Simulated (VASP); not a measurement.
# FeGe (P6/mmm) in VASP: notebook, part 2 of 2

VASP 6.6.1. The steps go on from the part before.

## (4) Single point, r2SCAN, collinear spin, ferromagnetic start

This run uses another cell than the first one, of 14.24 Å³/atom.

POSCAR reads:

```
FeGe
1.0
    4.9300588893      0.0000000000      0.0000000000
   -2.4650294447      4.2695562403      0.0000000000
    0.0000000000      0.0000000000      4.0601361346
Ge Fe
3 3
Direct
    0.6666666667      0.3333333333      0.5000000000
    0.3333333333      0.6666666667      0.5000000000
    0.0000000000      0.0000000000      0.0000000000
    0.0000000000      0.5000000000      0.0000000000
    0.5000000000      0.5000000000      0.0000000000
    0.5000000000      0.0000000000      0.0000000000
```

INCAR.step1 reads:

```
ALGO = Normal ; EDIFF = 1E-4
ENCUT = 520 ; GGA = PE
ISMEAR = -1 ; ISPIN = 2
LASPH = True ; LCHARG = False
LMAXMIX = 4 ; LREAL = False
LWAVE = True ; MAGMOM = 0 0 0 3 3 3
NBANDS = 46 ; NELM = 150
PREC = Accurate ; SIGMA = 0.05
```

INCAR.step2 reads:

```
ALGO = Normal ; EDIFF = 1E-6
ENCUT = 520 ; ISIF = 2
ISMEAR = -1 ; ISPIN = 2
ISTART = 1 ; LASPH = True
LCHARG = False ; LMAXMIX = 4
LMIXTAU = True ; LORBIT = 11
LREAL = False ; LWAVE = False
MAGMOM = 0 0 0 3 3 3 ; METAGGA = R2SCAN
NBANDS = 46 ; NELM = 150
PREC = Accurate ; SIGMA = 0.05
```

KPOINTS reads:

```
k-points
0
Gamma
  6 6 7
```

Potentials or basis: VASP PAW PBE potentials, release 64 (Ge_d, Fe).

Command:

```bash
cat potpaw_PBE.64/Ge_d/POTCAR potpaw_PBE.64/Fe/POTCAR > POTCAR
cp INCAR.step1 INCAR
mpirun -np 1 vasp_std > vasp.out
cp INCAR.step2 INCAR
mpirun -np 1 vasp_std > vasp.out
```

OUTCAR:

```text
EDIFF = 1E-6
   ENCUT = 520
   ISIF = 2
   ISMEAR = -1
   ISPIN = 2
   ISTART = 1
   LASPH = True
   LORBIT = 11
   LREAL = False
   METAGGA = R2SCAN
   NELM = 150
   PREC = Accurate

 ion  position               nearest neighbor table
   1  0.667  0.333  0.500-   4 2.48   4 2.48   6 2.48   6 2.48   5 2.48   5 2.48   2 2.85   2 2.85
                             2 2.85
   2  0.333  0.667  0.500-   4 2.48   4 2.48   6 2.48   6 2.48   5 2.48   5 2.48   1 2.85   1 2.85
                             1 2.85
   3  0.000  0.000  0.000-   5 2.47   5 2.47   6 2.47   6 2.47   4 2.47   4 2.47
   4  0.000  0.500  0.000-   6 2.47   6 2.47   5 2.47   5 2.47   3 2.47   3 2.47   2 2.48   2 2.48
                             1 2.48   1 2.48
   5  0.500  0.500  0.000-   3 2.47   3 2.47   4 2.47   4 2.47   6 2.47   6 2.47   2 2.48   2 2.48
                             1 2.48   1 2.48
   6  0.500  0.000  0.000-   4 2.47   4 2.47   3 2.47   3 2.47   5 2.47   5 2.47   2 2.48   2 2.48
                             1 2.48   1 2.48

  LATTYP: Found a hexagonal cell.
 ALAT       =     4.9300588893
 C/A-ratio  =     0.8235471879

  Lattice vectors:

 A1 = (   4.9300588893,   0.0000000000,   0.0000000000)
 A2 = (  -2.4650294447,   4.2695562403,   0.0000000000)
 A3 = (   0.0000000000,   0.0000000000,   4.0601361346)

Analysis of symmetry for initial positions (statically):
=====================================================================
 Subroutine PRICEL returns:
 Original cell was already a primitive cell.

 Routine SETGRP: Setting up the symmetry group for a
 hexagonal supercell.

 Subroutine GETGRP returns: Found 24 space group operations
 (whereof 24 operations were pure point group operations)
 out of a pool of 24 trial point group operations.

The static configuration has the point symmetry D_6h.

Analysis of symmetry for dynamics (positions and initial velocities):
=====================================================================
 Subroutine PRICEL returns:
 Original cell was already a primitive cell.

 Routine SETGRP: Setting up the symmetry group for a
 hexagonal supercell.

[... 188 lines left out ...]
      4     -18.4189      1.00000
      5     -18.4189      1.00000
      6     -18.4001      1.00000
[... 1141 lines left out ...]
     44      15.2798      0.00000
     45      16.1861      0.00000

 [... further k-points ...]

 spin component 2

 k-point     1 :       0.0000    0.0000    0.0000
  band No.  band energies     occupation
      1     -18.4864      1.00000
      2     -18.4551      1.00000
      3     -18.4551      1.00000
      4     -18.4306      1.00000
      5     -18.4306      1.00000
      6     -18.4051      1.00000
[... 1141 lines left out ...]
     44      15.8057      0.00000
     45      16.7018      0.00000

 [... further k-points ...]

 [bands above 45 left out]

------------------------ aborting loop because EDIFF is reached ----------------------------------------

  FORCE on cell =-STRESS in cart. coord.  units (eV):
  Direction    XX          YY          ZZ          XY          YZ          ZX
  --------------------------------------------------------------------------------------
  -------------------------------------------------------------------------------------
  Total        2.2923249      2.2923249      1.8842882     -0.0000000     -0.0000000     -0.0000000
  in kB       42.9745467     42.9745467     35.3250243     -0.0000000     -0.0000000     -0.0000000
  external PRESSURE =      40.4247059 kB  Pullay stress =       0.0000000 kB

 VOLUME and BASIS-vectors are now :
 -----------------------------------------------------------------------------
  energy-cutoff  :      520.00
  volume of cell :       85.46
      direct lattice vectors                 reciprocal lattice vectors
     4.930058889  0.000000000  0.000000000     0.202837334  0.117108189  0.000000000
    -2.465029445  4.269556240  0.000000000     0.000000000  0.234216378  0.000000000
     0.000000000  0.000000000  4.060136135     0.000000000  0.000000000  0.246297160

 POSITION                                       TOTAL-FORCE (eV/Angst)
 -----------------------------------------------------------------------------------
      2.46503      1.42319      2.03007         0.000000      0.000000      0.000000
     -0.00000      2.84637      2.03007        -0.000000     -0.000000     -0.000000
      0.00000      0.00000      0.00000         0.000000      0.000000     -0.000000
     -1.23251      2.13478      0.00000         0.000000      0.000000     -0.000000
      1.23251      2.13478      0.00000         0.000000      0.000000     -0.000000
      2.46503      0.00000      0.00000         0.000000      0.000000     -0.000000
 -----------------------------------------------------------------------------------
    total drift:                               -0.000000      0.000000     -0.000000

  FREE ENERGIE OF THE ION-ELECTRON SYSTEM (eV)
  ---------------------------------------------------
  free  energy   TOTEN  =       -84.7015746246 eV

  energy  without entropy=      -84.6756855957  energy(sigma->0) =      -84.68863011

 total charge

# of ion       s       p       d       tot
------------------------------------------
    1        1.107   1.237  10.083  12.427
    2        1.107   1.237  10.083  12.427
    3        1.139   1.205  10.055  12.400
    4        0.451   0.616   6.372   7.440
    5        0.451   0.616   6.372   7.440
    6        0.451   0.616   6.372   7.440
--------------------------------------------------
tot          4.707   5.529  49.339  59.575

 magnetization (x)

# of ion       s       p       d       tot
------------------------------------------
    1       -0.002  -0.082  -0.004  -0.088
    2       -0.002  -0.082  -0.004  -0.088
    3        0.007  -0.134   0.001  -0.125
    4        0.009  -0.006   2.228   2.230
    5        0.009  -0.006   2.228   2.230
    6        0.009  -0.006   2.228   2.230
--------------------------------------------------
tot          0.030  -0.317   6.676   6.389
```

Run time: 13 min. Hardware: 1 thread of AMD EPYC 9R45 (Zen 5), shared host; peak memory 0.33 GiB.

Results:

```
Free energy                                           : -84.7016 eV
Pressure                                              : 4.0 GPa
Net moment                                            : 6.27 μB per cell
Site moments                                          : Ge -0.09, -0.12 (each value once); Fe +2.23 μB
Valence electrons inside the program's atomic spheres : Ge 12.43, 12.40 (each value once); Fe 7.44
```

Caveat: the cell stands under pressure; the PAW data sets were made with another functional, which shifts forces and pressure a little.

## (5) Single point, PBEsol

This run uses another cell than the first one, of 14.84 Å³/atom.

INCAR reads:

```
ALGO     = Normal         # electronic algorithm
EDIFF    = 1E-6           # SCF threshold, eV
ENCUT    = 520            # plane-wave cutoff, eV
GGA      = PS             # functional
ISIF     = 2              # what is computed and relaxed
ISMEAR   = -1             # smearing method
LASPH    = True           # aspherical terms in the spheres
LCHARG   = False          # write CHGCAR
LREAL    = False          # projectors in reciprocal space
LWAVE    = False          # write WAVECAR
NBANDS   = 42             # bands
NELM     = 80             # most SCF steps
PREC     = Accurate       # precision mode
SIGMA    = 0.05           # smearing width, eV
```

KPOINTS is that of step 4.

POSCAR, as its differences from that of step 4:

```diff
@@ -2,5 +2,5 @@
 1.0
-    4.9300588893      0.0000000000      0.0000000000
-   -2.4650294447      4.2695562403      0.0000000000
-    0.0000000000      0.0000000000      4.0601361346
+    4.9976023358      0.0000000000      0.0000000000
+   -2.4988011679      4.3280505808      0.0000000000
+    0.0000000000      0.0000000000      4.1157613500
 Ge Fe
```

Command:

```bash
cat potpaw_PBE.64/Ge_d/POTCAR potpaw_PBE.64/Fe/POTCAR > POTCAR
mpirun -np 1 vasp_std > vasp.out
```

Run time: 2.8 min. Hardware: 1 thread of Intel Xeon 8259CL, shared host; peak memory 0.25 GiB.

Results (log left out):

* Free energy: -41.8800 eV
* Pressure: -12.8 GPa
* Band gap on the k mesh: zero (bands 33 and 34 overlap by 0.52 eV)

Stress tensor (GPa, compression positive):
```
-10.33   0.00   0.00
  0.00 -10.33   0.00
  0.00   0.00 -17.86
```

Levels at points of the mesh, in eV from the Fermi level:
```tsv
k point	band 28	band 29	band 30	band 31	band 32	band 33	band 34	band 35	band 36	band 37
(0.00, 0.00, 0.00)	-1.67	-1.67	-0.21	-0.21	-0.01	0.05	0.05	0.73	1.18	2.05
(0.50, 0.00, 0.00)	-1.53	-1.05	-0.75	-0.65	-0.13	0.03	1.26	1.39	1.42	2.05
```

Caveat: the cell stands under tension; the PAW data sets were made with another functional, which shifts forces and pressure a little; the run has no spin polarisation, though such a crystal can be magnetic. Spin polarisation is off, so any magnetic state and its effect on volume and gap are missing.

## (6) Single point, PBEsol, collinear spin, ferromagnetic start

This run uses another cell than the first one, of 14.84 Å³/atom.

INCAR reads:

```
ALGO = Normal
EDIFF = 1E-7
ENCUT = 520
GGA = PS
ISIF = 2
ISMEAR = -1
ISPIN = 2
LASPH = True
LCHARG = False
LMAXMIX = 4
LORBIT = 11
LREAL = False
LWAVE = False
MAGMOM = 0 0 0 4.5 4.5 4.5
NBANDS = 46
NELM = 150
PREC = Accurate
SIGMA = 0.05
```

KPOINTS is that of step 5.

POSCAR is that of step 5.

Potentials or basis: VASP PAW PBE potentials, release 64 (Ge_d, Fe).

Command:

```bash
cat potpaw_PBE.64/Ge_d/POTCAR potpaw_PBE.64/Fe/POTCAR > POTCAR
mpirun -np 1 vasp_std > vasp.out
```

It took 7.8 min on 1 thread of Intel Xeon 8259CL, shared host; peak memory 0.35 GiB.

Results (log left out):

```
Free energy                                           : -42.5781 eV
Pressure                                              : -10.0 GPa
Net moment                                            : 4.26 μB per cell
Site moments                                          : Ge -0.06, -0.09 (each value once); Fe +1.50 μB
Valence electrons inside the program's atomic spheres : Ge 12.36, 12.32 (each value once); Fe 7.37
```

Stress tensor (GPa, compression positive):
```
 -9.80   0.00   0.00
  0.00  -9.80   0.00
  0.00   0.00 -10.53
```

Levels at points of the mesh, in eV from the Fermi level:
Spin up:
```
           k point  band 31  band 32  band 33  band 34  band 35  band 36  band 37  band 38  band 39  band 40
(0.00, 0.00, 0.00)    -1.47    -1.26    -1.21    -1.21    -0.25     0.18     1.20     1.20     2.73     3.04
(0.50, 0.00, 0.00)    -1.74    -1.30    -1.22     0.43     0.45     0.89     1.38     1.66     2.90     3.52
```
Spin down:
```csv
k point,band 29,band 30,band 31,band 32,band 33,band 34
"(0.00, 0.00, 0.00)",-1.40,0.25,0.25,0.40,0.52,0.52
"(0.50, 0.00, 0.00)",-0.76,-0.38,-0.33,0.22,0.49,1.39
```

Caveat: the cell stands under tension; the PAW data sets were made with another functional, which shifts forces and pressure a little.

## (7) Summary

| level | spin | cell | gap on the mesh (eV) | pressure (GPa) | moment (μB) |
| --- | --- | --- | --- | --- | --- |
| PBEsol | collinear, ferromagnetic start | a = 4.719, b = 4.719, c = 3.759 Å, angles 90.0, 90.0, 120.0°, 6 atoms | none | 30.5 | 3.13 |
| PBEsol | collinear, ferromagnetic start | a = 4.770, b = 4.770, c = 3.812 Å, angles 90.0, 90.0, 120.0°, 6 atoms | none | 20.3 | 3.20 |
| r2SCAN | collinear, ferromagnetic start | a = 4.930, b = 4.930, c = 4.060 Å, angles 90.0, 90.0, 120.0°, 6 atoms | none | 4.0 | 6.27 |
| PBEsol | off | a = 4.998, b = 4.998, c = 4.116 Å, angles 90.0, 90.0, 120.0°, 6 atoms | none | -12.8 | - |
| PBEsol | collinear, ferromagnetic start | a = 4.998, b = 4.998, c = 4.116 Å, angles 90.0, 90.0, 120.0°, 6 atoms | none | -10.0 | 4.26 |

Alike in all rows: task single point; potentials or basis VASP PAW PBE potentials, release 64 (Ge_d, Fe); k mesh 6 × 6 × 7; cutoff (eV) 520; smearing fermi-dirac 0.05 eV.

Caveats: the PAW data sets were made with another functional, which shifts forces and pressure a little; the cell stands under pressure (at least some runs); the cell stands under tension (at least some runs).

Absolute energies hang on the potentials; compare differences alone.
